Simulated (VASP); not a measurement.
# Sr (P6_3/mmc) in VASP: a series of runs, part 2 of 2

VASP 6.6.1. The steps go on from the part before.

## 3. Electric field gradients, PBE (volume scaled by 0.98)

INCAR

```
ALGO     = Normal         # electronic algorithm
EDIFF    = 1E-8           # SCF threshold, eV
ENCUT    = 520            # plane-wave cutoff, eV
GGA      = PE             # functional
ISIF     = 2              # what is computed and relaxed
ISMEAR   = -1             # smearing method
LASPH    = True           # aspherical terms in the spheres
LCHARG   = False          # write CHGCAR
LEFG     = True         
LREAL    = False          # projectors in reciprocal space
LWAVE    = False          # write WAVECAR
NBANDS   = 17             # bands
NELM     = 100            # most SCF steps
PREC     = Accurate       # precision mode
SIGMA    = 0.08           # smearing width, eV
```

KPOINTS

```
k-points
0
Gamma
  11 11 6
```

POSCAR

```
Sr
1.0
    4.2409655759      0.0000000000      0.0000000000
   -2.1204827880      3.6727839253      0.0000000000
    0.0000000000      0.0000000000      6.9517098444
Sr
2
Direct
    0.3333333333      0.6666666667      0.2500000000
    0.6666666667      0.3333333333      0.7500000000
```

Potentials or basis: VASP PAW PBE potentials, release 64 (Sr_sv).

Run with:

```console
cat potpaw_PBE.64/Sr_sv/POTCAR > POTCAR
mpirun -np 1 vasp_std > vasp.out
```

OUTCAR:

```text
EDIFF = 1E-8
   ENCUT = 520
   GGA = PE
   ISIF = 2
   ISMEAR = -1
   LASPH = True
   LREAL = False
   NELM = 100
   PREC = Accurate

 ion  position               nearest neighbor table
   1  0.333  0.667  0.250-   2 4.25   2 4.25   2 4.25   2 4.25   2 4.25   2 4.25
   2  0.667  0.333  0.750-   1 4.25   1 4.25   1 4.25   1 4.25   1 4.25   1 4.25

  LATTYP: Found a hexagonal cell.
 ALAT       =     4.2409655759
 C/A-ratio  =     1.6391809176

  Lattice vectors:

 A1 = (   4.2409655759,   0.0000000000,   0.0000000000)
 A2 = (  -2.1204827880,   3.6727839253,   0.0000000000)
 A3 = (   0.0000000000,   0.0000000000,   6.9517098444)

Analysis of symmetry for initial positions (statically):
=====================================================================
 Subroutine PRICEL returns:
 Original cell was already a primitive cell.

 Routine SETGRP: Setting up the symmetry group for a
[... 671 lines left out ...]
  energy-cutoff  :      520.00
  volume of cell :      108.28
      direct lattice vectors                 reciprocal lattice vectors
     4.240965576  0.000000000  0.000000000     0.235795359  0.136136514  0.000000000
    -2.120482788  3.672783925  0.000000000     0.000000000  0.272273028  0.000000000
     0.000000000  0.000000000  6.951709844     0.000000000  0.000000000  0.143849502

 POSITION                                       TOTAL-FORCE (eV/Angst)
 -----------------------------------------------------------------------------------
     -0.00000      2.44852      1.73793         0.000000     -0.000000     -0.000000
      2.12048      1.22426      5.21378        -0.000000      0.000000      0.000000
 -----------------------------------------------------------------------------------
    total drift:                               -0.000000      0.000000     -0.000000

  FREE ENERGIE OF THE ION-ELECTRON SYSTEM (eV)
  ---------------------------------------------------
  free  energy   TOTEN  =        -3.2949584484 eV

  energy  without entropy=       -3.2385024600  energy(sigma->0) =       -3.26673045

 Electric field gradients (V/A^2)
---------------------------------------------------------------------
 ion       V_xx      V_yy      V_zz      V_xy      V_xz      V_yz
---------------------------------------------------------------------
   1       1.926     1.927    -3.853     0.000     0.000    -0.000
   2       1.926     1.927    -3.853     0.000    -0.000     0.000
---------------------------------------------------------------------

 Electric field gradients after diagonalization (V/A^2)
 (convention: |V_zz| > |V_xx| > |V_yy|)
----------------------------------------------------------------------
 ion       V_xx      V_yy      V_zz     asymmetry (V_yy - V_xx)/ V_zz
----------------------------------------------------------------------
   1       1.927     1.926    -3.853       0.000
   2       1.927     1.926    -3.853       0.000
----------------------------------------------------------------------

           NMR quadrupolar parameters

 Cq : quadrupolar parameter    Cq=e*Q*V_zz/h
 eta: asymmetry parameters     (V_yy - V_xx)/ V_zz
 Q  : nuclear electric quadrupole moment in mb (millibarn)
----------------------------------------------------------------------
 ion       Cq(MHz)       eta       Q (mb)
----------------------------------------------------------------------
   1      -0.009       0.000       1.000
   2      -0.009       0.000       1.000
----------------------------------------------------------------------
```

stdout:

```text
POSCAR found type information on POSCAR Sr
 POSCAR found :  1 types and       2 ions
 scaLAPACK will be used
 LDA part: xc-table for (Slater+PW92), standard interpolation
 POSCAR, INCAR and KPOINTS ok, starting setup
 FFT: planning ... GRIDC
 FFT: planning ... GRID_SOFT
 FFT: planning ... GRID
 WAVECAR not read
 entering main loop
ion   1

ion   2
```

Wall time 39 s (1 thread of Intel Xeon 6975P-C (Granite Rapids), shared host); peak memory 0.27 GiB.

Results:

| Item | Value |
| --- | --- |
| Free energy | -3.2950 eV |
| Pressure | 0.3 GPa |
| Band gap on the k mesh | zero (band 10 reaches 1.75 eV, above the bottom of band 11 at 1.65 eV) |

Levels at points of the mesh, in eV from the Fermi level:
```csv
k point,band 6,band 7,band 8,band 9,band 10,band 11,band 12,band 13,band 14,band 15
"(0.00, 0.00, 0.00)",-18.47,-18.47,-18.46,-3.67,-1.14,0.07,2.31,2.33,2.33,2.74
"(0.00, 0.00, 0.50)",-18.48,-18.48,-18.48,-2.72,-2.72,1.28,1.28,2.32,2.32,2.32
```

Electric field gradients, principal values (V/Å²):
```
atom  least  middle  greatest (by size)
1 Sr  1.926   1.927              -3.853
2 Sr  1.926   1.927              -3.853
```

Caveat: without QUAD_EFG the Cq values of the log hold for a quadrupole moment of 1 mb, not for the nuclei.
